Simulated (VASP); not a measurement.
Si18C17 (a cell with a defect): single point with PBE

Si18C17 (a cell with a defect):

```xyz
35
Lattice="0.0000 5.3554 5.0743 -4.6379 -2.6777 5.0743 4.6379 -2.6777 5.0743" Properties=species:S:1:pos:R:3 pbc="T T T"
Si   -1.5502   -0.8934    7.4574
Si   -3.1012    1.7996    7.6030
Si    1.5571   -0.8965    7.6035
Si   -0.0199    1.7810    2.5287
Si    0.0005    1.7997    7.6032
Si    0.0065   -3.5825    7.6035
Si   -1.5503   -0.8931    2.5348
Si    3.0876    1.7845    7.6137
Si    1.5307   -0.9051    2.5290
Si    0.0762   -1.8326   10.1791
Si   -1.5500    0.9869   10.1799
Si   -1.5502    0.8843    5.0671
Si    1.4615    0.8454    5.1048
Si    1.5542    0.8992   10.1578
Si   -3.0896   -1.7819    5.0670
Si   -0.0106   -1.7818    5.0670
Si   -0.0168    3.5767    5.0832
Si    3.0877   -1.8004    5.0834
C    -3.1041    1.7706    9.5080
C     1.5333   -0.8796    9.5086
C     0.0039    1.7981    4.4337
C     0.0037    1.7708    9.5082
C    -0.0201   -3.5710    9.5084
C    -1.5502   -0.8932    4.4466
C     3.0877    1.7844    9.5096
C     1.5577   -0.8932    4.4339
C     0.0030   -1.7898    6.9974
C    -1.5503    0.9001    6.9973
C     3.0875   -1.7901    6.9814
C    -3.1035   -1.7901    6.9971
C     1.5483    0.8958    6.9703
C     1.5455    0.8942   12.0558
C    -0.0082    3.5718    6.9813
C    -0.0110   -1.7820   12.0444
C    -1.5502    0.8845   12.0447
```

This cell differs from its parent crystal: atoms taken out, then relaxed in part.

```json
{
  "Program": "VASP 6.6.1",
  "Task": "single point",
  "Functional": "PBE",
  "Potentials or basis": "VASP PAW PBE potentials, release 64 (Si, C)",
  "Cutoff": "520 eV",
  "k mesh": "2 × 2 × 2, shifted",
  "Occupations": "gaussian, width 0.01 eV",
  "Spin": "no spin polarisation",
  "Dipole correction": "no",
  "Charge": "2",
  "Further INCAR settings": "LREAL = Auto; ALGO = Normal; EDIFF = 1e-06; NBANDS = 93; NELECT = 138.0"
}
```

| Quantity | Value |
| --- | --- |
| Largest force | 0.023 eV/Å |

Forces on the atoms (eV/Å):
```
Si  -0.001  0.004 -0.023
Si   0.000 -0.001  0.000
Si   0.005  0.003 -0.001
Si   0.000  0.004  0.001
Si   0.004 -0.001 -0.001
Si  -0.003 -0.005 -0.005
Si   0.003 -0.001 -0.001
Si   0.000  0.001  0.005
Si   0.004  0.000 -0.002
Si  -0.002  0.004  0.013
Si  -0.005 -0.010  0.005
Si   0.001  0.001  0.001
Si  -0.001  0.002  0.009
Si   0.000 -0.001 -0.006
Si   0.000 -0.003  0.000
Si  -0.001  0.000  0.004
Si   0.003 -0.001 -0.006
Si  -0.001  0.003 -0.006
C   -0.010  0.002 -0.002
C    0.008  0.010 -0.007
C   -0.006  0.007  0.000
C    0.009 -0.002 -0.003
C   -0.007 -0.008 -0.006
C   -0.005 -0.003 -0.002
C   -0.002 -0.001  0.013
C    0.005 -0.009 -0.003
C    0.004 -0.004 -0.002
C    0.000  0.007  0.000
C    0.003 -0.001  0.000
C   -0.008 -0.002 -0.005
C    0.002  0.000  0.008
C    0.001  0.000 -0.006
C    0.001  0.005  0.000
C    0.002 -0.004  0.014
C   -0.003  0.006  0.015
```

Levels at points of the mesh, in eV from the Fermi level:
```csv
k point,band 66,band 67,band 68,band 69,band 70,band 71,band 72,band 73
"(0.25, 0.25, 0.25)",-0.69,-0.58,-0.05,-0.05,2.11,2.84,2.85,3.82
```

Wall time 2.6 min on 1 thread of Intel(R) Xeon(R) Platinum 8488C (Sapphire Rapids) (shared host), peak memory 0.43 GiB.

Caveat: the cell carries a net charge on a neutralising background, which shifts energy and pressure; the cell differs from its parent crystal (atoms taken out, then relaxed in part); the cell is charged against a uniform background, so pressure and absolute levels hang on convention.
